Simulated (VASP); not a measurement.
# PbI2 (P-3m1) in VASP: single point with LDA

Aim: the single point of PbI2 with LDA.

Program: VASP 6.6.1. These are calculated values, not measurements. Logs are shortened: lines on timing, memory, paths and dates and some standing lists are left out, and cuts for length are marked.

## 1. The cell of the first run

Symmetry: P-3m1, No. 164, trigonal system. The conventional cell has a = 4.555 Å, b = 4.555 Å, c = 6.977 Å, α = 90.00°, β = 90.00°, γ = 120.00°. Pb (site symmetry -3m) has 6 I at 3.21 Å within 4.2 Å. Within 4.3 Å of I (site symmetry 3m) lie 3 Pb at 3.21 Å and 3 I at 4.20 Å.

## 2. Single point, LDA

File INCAR:

```
SYSTEM = PbI2
PREC     = Accurate       ! precision mode
ENCUT    = 500            ! plane-wave cutoff, eV
EDIFF    = 1E-6           ! SCF threshold, eV
ISMEAR   = 0              ! smearing method
SIGMA    = 0.05           ! smearing width, eV
LREAL    = .FALSE.        ! projectors in reciprocal space
LASPH    = .TRUE.         ! aspherical terms in the spheres
NELM     = 120            ! most SCF steps
ALGO     = Normal         ! electronic algorithm
ISIF     = 2              ! what is computed and relaxed
LWAVE    = .FALSE.        ! write WAVECAR
LCHARG   = .FALSE.        ! write CHGCAR
NBANDS   = 21             ! bands
GGA_COMPAT= .FALSE.
```

File KPOINTS:

```
Automatic mesh
0
G
  9 9 6
  0 0 0
```

File POSCAR:

```
PbI2
1.0
    4.5550018558      0.0000000000      0.0000000000
   -2.2775009279      3.9447473214      0.0000000000
    0.0000000000      0.0000000000      6.9770000000
Pb I
1 2
Direct
    0.0000000000      0.0000000000      0.0000000000
    0.3333333333      0.6666666667      0.2650000000
    0.6666666667      0.3333333333      0.7350000000
```

Potentials or basis: VASP PAW LDA potentials, release 64 (Pb_d, I).

Started as:

```sh
$ cat potpaw_LDA.64/Pb_d/POTCAR potpaw_LDA.64/I/POTCAR > POTCAR
$ mpirun -np 1 vasp_std > vasp.out
```

OUTCAR:

```text
SYSTEM = PbI2
   PREC = Accurate
   ENCUT = 500
   EDIFF = 1E-6
   ISMEAR = 0
   LREAL = .FALSE.
   LASPH = .TRUE.
   NELM = 120
   ISIF = 2

 ion  position               nearest neighbor table
   1  0.000  0.000  0.000-   2 3.21   3 3.21   2 3.21   3 3.21   3 3.21   2 3.21
   2  0.333  0.667  0.265-   1 3.21   1 3.21   1 3.21
   3  0.667  0.333  0.735-   1 3.21   1 3.21   1 3.21

  LATTYP: Found a hexagonal cell.
 ALAT       =     4.5550018558
 C/A-ratio  =     1.5317227568

  Lattice vectors:

 A1 = (   4.5550018558,   0.0000000000,   0.0000000000)
 A2 = (  -2.2775009279,   3.9447473214,   0.0000000000)
 A3 = (   0.0000000000,   0.0000000000,   6.9770000000)

Analysis of symmetry for initial positions (statically):
=====================================================================
 Subroutine PRICEL returns:
 Original cell was already a primitive cell.

 Routine SETGRP: Setting up the symmetry group for a
 hexagonal supercell.

 Subroutine GETGRP returns: Found 12 space group operations
 (whereof 12 operations were pure point group operations)
 out of a pool of 24 trial point group operations.

The static configuration has the point symmetry D_3d.

Analysis of symmetry for dynamics (positions and initial velocities):
=====================================================================
 Subroutine PRICEL returns:
 Original cell was already a primitive cell.

 Routine SETGRP: Setting up the symmetry group for a
 hexagonal supercell.

 Subroutine GETGRP returns: Found 12 space group operations
 (whereof 12 operations were pure point group operations)
 out of a pool of 24 trial point group operations.

The dynamic configuration has the point symmetry D_3d.

 Subroutine INISYM returns: Found 12 space group operations
 (whereof 12 operations are pure point group operations),
 and found     1 'primitive' translations

----------------------------------------------------------------------------------------

                                     Primitive cell

  volume of cell :     125.3650

  direct lattice vectors                    reciprocal lattice vectors
     4.555001856  0.000000000  0.000000000     0.219538879  0.126750831  0.000000000
    -2.277500928  3.944747321  0.000000000     0.000000000  0.253501661  0.000000000
     0.000000000  0.000000000  6.977000000     0.000000000  0.000000000  0.143328078

  length of vectors
     4.555001856  4.555001856  6.977000000     0.253501661  0.253501661  0.143328078

  position of ions in fractional coordinates (direct lattice)
     0.000000000  0.000000000  0.000000000
     0.333333333  0.666666667  0.265000000
     0.666666667  0.333333333  0.735000000

  ion indices of the primitive-cell ions
   primitive index   ion index
                 1           1
                 2           2
                 3           3

----------------------------------------------------------------------------------------

 KPOINTS: Automatic mesh

Automatic generation of k-mesh.
 Grid dimensions read from file:
 generate k-points for:    9    9    6

 Generating k-lattice:

  Cartesian coordinates                     Fractional coordinates (reciprocal lattice)
     0.024393209  0.014083426  0.000000000     0.111111111  0.000000000  0.000000000
     0.000000000  0.028166851  0.000000000     0.000000000  0.111111111  0.000000000
     0.000000000  0.000000000  0.023888013     0.000000000  0.000000000  0.166666667

  Length of vectors
     0.028166851  0.028166851  0.023888013

  Shift w.r.t. Gamma in fractional coordinates (k-lattice)
     0.000000000  0.000000000  0.000000000

 Subroutine IBZKPT returns following result:
 ===========================================

 Found     62 irreducible k-points:

 Following reciprocal coordinates:
            Coordinates               Weight
  0.000000  0.000000  0.000000      1.000000
  0.111111  0.000000  0.000000      6.000000
  0.222222 -0.000000  0.000000      6.000000
  0.333333  0.000000  0.000000      6.000000
  0.444444 -0.000000  0.000000      6.000000
  0.111111  0.111111  0.000000      6.000000
[... 16 lines left out ...]
  0.222222  0.111111  0.166667     12.000000
 -0.111111  0.333333  0.166667     12.000000
 [... further k-points ...]
   k-points           NKPTS =     62   k-points in BZ     NKDIM =     62   number of bands    NBANDS=     21
   number of dos      NEDOS =    301   number of ions     NIONS =      3
   total plane-waves  NPLWV =  69984
   dimension x,y,z NGX =    36 NGY =   36 NGZ =   54
   dimension x,y,z NGXF=    72 NGYF=   72 NGZF=  108
   ions per type =               1   2
   NGX,Y,Z   is equivalent  to a cutoff of  13.14, 13.14, 12.87 a.u.
   NGXF,Y,Z  is equivalent  to a cutoff of  26.28, 26.28, 25.73 a.u.
 SYSTEM =  PbI2
   PREC   = accura    normal or accurate (medium, high low for compatibility)
   ISTART =      0    job   : 0-new  1-cont  2-samecut
   ICHARG =      2    charge: 1-file 2-atom 10-const
   ISPIN  =      1    spin polarized calculation?
   LNONCOLLINEAR =      F non collinear calculations
   LSORBIT =      F    spin-orbit coupling
   LASPH  =      T    aspherical Exc in radial PAW
   ENCUT  =  500.0 eV  36.75 Ry    6.06 a.u.   8.30  8.30 12.72*2*pi/ulx,y,z
   NELM   =    120;   NELMIN=  2; NELMDL= -5     # of ELM steps
   EDIFF  = 0.1E-05   stopping-criterion for ELM
   LREAL  =      F    real-space projection
   EDIFFG = 0.1E-04   stopping-criterion for IOM
   NSW    =      0    number of steps for IOM
   IBRION =     -1    ionic relax: 0-MD 1-quasi-New 2-CG
   NFREE  =      0    steps in history (QN), initial steepest desc. (CG)
   ISIF   =      2    stress and relaxation
   ISYM   =      2    0-nonsym 1-usesym 2-fastsym
   POTIM  = 0.5000    time-step for ionic-motion
   TEBEG  =    0.0;   TEEND  =   0.0 temperature during run
   PSTRESS=    0.0 pullay stress
   NELECT =      28.0000    total number of electrons
   NUPDOWN=      -1.0000    fix difference up-down
   EMIN   =  10.00;   EMAX   =-10.00  energy-range for DOS
   EFERMI =   0.00;   METHOD = LEGACY
   ISMEAR =     0;   SIGMA  =   0.05  broadening in eV -4-tet -1-fermi 0-gaus
   EFERMI_NEDOS =   21; number of points for ismear=-14 and -15
   IALGO  =     38    algorithm
   IMIX   =      4    mixing-type and parameters
     AMIX     =   0.40;   BMIX     =  1.00
     AMIX_MAG =   1.60;   BMIX_MAG =  1.00
  volume/ion in A,a.u.               =      41.79       282.00
  Fermi-wavevector in a.u.,A,eV,Ry     =   0.993273  1.877014 13.423392  0.986591
  Thomas-Fermi vector in A             =   2.125143
   LORBIT       =      0    0 simple, 1 ext, 2 COOP (PROOUT), +10 PAW based schemes
   GGA     = CA    functional components
   LHFCALC =     F    Hartree Fock is set to
   AEXX    =    0.0000 exact exchange contribution
   IVDW    =     0    specifies the selected vdW correction
   LEPSILON=     F    determine dielectric tensor
   LRPA    =     F    only Hartree local field effects (RPA)
 non-spin polarized calculation
 Gauss-broadening in eV      SIGMA  =   0.05
  energy-cutoff  :      500.00
  volume of cell :      125.37
 maximum number of plane-waves:      3210
 NGX is ok and might be reduce to    36
   NGX = 17   NGY = 17   NGZ = 25

 number of electron      28.0000001 magnetization

 Free energy of the ion-electron system (eV)
  ---------------------------------------------------
  ext. energy  EPLUGINS =         0.00000000
  ---------------------------------------------------
  free energy    TOTEN  =       -10.02780560 eV

  energy without entropy =      -10.02780560  energy(sigma->0) =      -10.02780560

 E-fermi :   2.7078     XC(G=0):  -8.5050

 val. band max:        2.4743973493   @ k =   0.0000   0.0000   0.5000
 cond. band min:       4.5025715513   @ k =   0.0000   0.0000   0.5000
 fundamental gap:      2.0281742019
 Fermi energy:         2.7078272779

 k-point     1 :       0.0000    0.0000    0.0000
  band No.  band energies     occupation
      1     -13.5947      2.00000
      2     -13.5947      2.00000
      3     -13.5746      2.00000
      4     -13.5668      2.00000
      5     -13.5668      2.00000
      6      -9.7984      2.00000
[... 13 lines left out ...]
     20      10.1360      0.00000
     21      10.2967      0.00000

 k-point     2 :       0.1111    0.0000    0.0000
  band No.  band energies     occupation
      1     -13.5996      2.00000
      2     -13.5933      2.00000
      3     -13.5732      2.00000
      4     -13.5677      2.00000
      5     -13.5660      2.00000
      6      -9.7413      2.00000
[... 13 lines left out ...]
     20       9.6607      0.00000
     21      10.3328      0.00000

 k-point     3 :       0.2222   -0.0000    0.0000
  band No.  band energies     occupation
      1     -13.6126      2.00000
      2     -13.5904      2.00000
      3     -13.5720      2.00000
      4     -13.5668      2.00000
      5     -13.5631      2.00000
      6      -9.5826      2.00000
[... 13 lines left out ...]
     20       9.9965      0.00000
     21      10.5092      0.00000

 k-point     4 :       0.3333    0.0000    0.0000
  band No.  band energies     occupation
      1     -13.6277      2.00000
      2     -13.5886      2.00000
      3     -13.5740      2.00000
      4     -13.5620      2.00000
      5     -13.5583      2.00000
      6      -9.3639      2.00000
[... 13 lines left out ...]
     20      10.5438      0.00000
     21      11.1496      0.00000

 k-point     5 :       0.4444   -0.0000    0.0000
  band No.  band energies     occupation
      1     -13.6375      2.00000
      2     -13.5881      2.00000
      3     -13.5754      2.00000
      4     -13.5587      2.00000
      5     -13.5545      2.00000
      6      -9.1711      2.00000
[... 13 lines left out ...]
     20      11.1360      0.00000
     21      12.0671      0.00000
[... 382 lines left out ...]
     20      10.6822      0.00000
     21      11.3150      0.00000

 k-point    22 :       0.1111    0.1111    0.1667
  band No.  band energies     occupation
      1     -13.6078      2.00000
      2     -13.5921      2.00000
      3     -13.5709      2.00000
      4     -13.5689      2.00000
      5     -13.5638      2.00000
      6      -9.6041      2.00000
[... 13 lines left out ...]
     20       9.8822      0.00000
     21      10.0524      0.00000

 k-point    23 :       0.2222    0.1111    0.1667
  band No.  band energies     occupation
      1     -13.6201      2.00000
      2     -13.5917      2.00000
      3     -13.5714      2.00000
      4     -13.5663      2.00000
      5     -13.5594      2.00000
      6      -9.4175      2.00000
[... 13 lines left out ...]
     20      10.4641      0.00000
     21      10.8366      0.00000

 k-point    24 :      -0.1111    0.3333    0.1667
  band No.  band energies     occupation
      1     -13.6201      2.00000
      2     -13.5917      2.00000
      3     -13.5714      2.00000
      4     -13.5663      2.00000
      5     -13.5594      2.00000
      6      -9.4180      2.00000
[... 13 lines left out ...]
     20      10.0190      0.00000
     21      10.4611      0.00000

 [... further k-points ...]

------------------------ aborting loop because EDIFF is reached ----------------------------------------

  FORCE on cell =-STRESS in cart. coord.  units (eV):
  Direction    XX          YY          ZZ          XY          YZ          ZX
  --------------------------------------------------------------------------------------
  -------------------------------------------------------------------------------------
  Total       -0.8111292     -0.8111292     -0.7510738      0.0000000     -0.0000000      0.0000000
  in kB      -10.3663091    -10.3663091     -9.5987948      0.0000000     -0.0000000      0.0000000
  external PRESSURE =     -10.1104710 kB  Pullay stress =       0.0000000 kB

 VOLUME and BASIS-vectors are now :
 -----------------------------------------------------------------------------
  energy-cutoff  :      500.00
  volume of cell :      125.37
      direct lattice vectors                 reciprocal lattice vectors
     4.555001856  0.000000000  0.000000000     0.219538879  0.126750831  0.000000000
    -2.277500928  3.944747321  0.000000000     0.000000000  0.253501661  0.000000000
     0.000000000  0.000000000  6.977000000     0.000000000  0.000000000  0.143328078

 POSITION                                       TOTAL-FORCE (eV/Angst)
 -----------------------------------------------------------------------------------
      0.00000      0.00000      0.00000         0.000000      0.000000      0.000000
     -0.00000      2.62983      1.84891        -0.000000      0.000000     -0.058183
      2.27750      1.31492      5.12809         0.000000     -0.000000      0.058183
 -----------------------------------------------------------------------------------
    total drift:                               -0.000000     -0.000000      0.000000

  FREE ENERGIE OF THE ION-ELECTRON SYSTEM (eV)
  ---------------------------------------------------
  free  energy   TOTEN  =       -10.0278055996 eV

  energy  without entropy=      -10.0278055996  energy(sigma->0) =      -10.02780560
```

It took 3.4 min on 1 thread of Intel Xeon 8259CL, shared host; peak memory 0.31 GiB.

What came out:

- Free energy: -10.0278 eV
- Pressure: -1.0 GPa
- Largest force: 0.058 eV/Å
- Band gap on the k mesh: 2.03 eV

Forces in eV/Å, atoms in the order of the input:
```
Pb   0.000  0.000  0.000
I    0.000  0.000 -0.058
I    0.000  0.000  0.058
```

Levels at points of the mesh, in eV from the valence-band top:
| k point | band 12 | band 13 | band 14 | band 15 | band 16 | band 17 |
| --- | --- | --- | --- | --- | --- | --- |
| (0.00, 0.00, 0.00) | -0.92 | -0.92 | -0.70 | 2.30 | 3.25 | 3.25 |
| (0.00, 0.00, 0.50) | -0.74 | -0.74 | 0.00 | 2.03 | 3.06 | 3.06 |

Caveat: spin-orbit coupling is left out, which moves the levels of the heavy elements; an odd mesh through Γ misses points on the zone boundary, where band edges can lie.
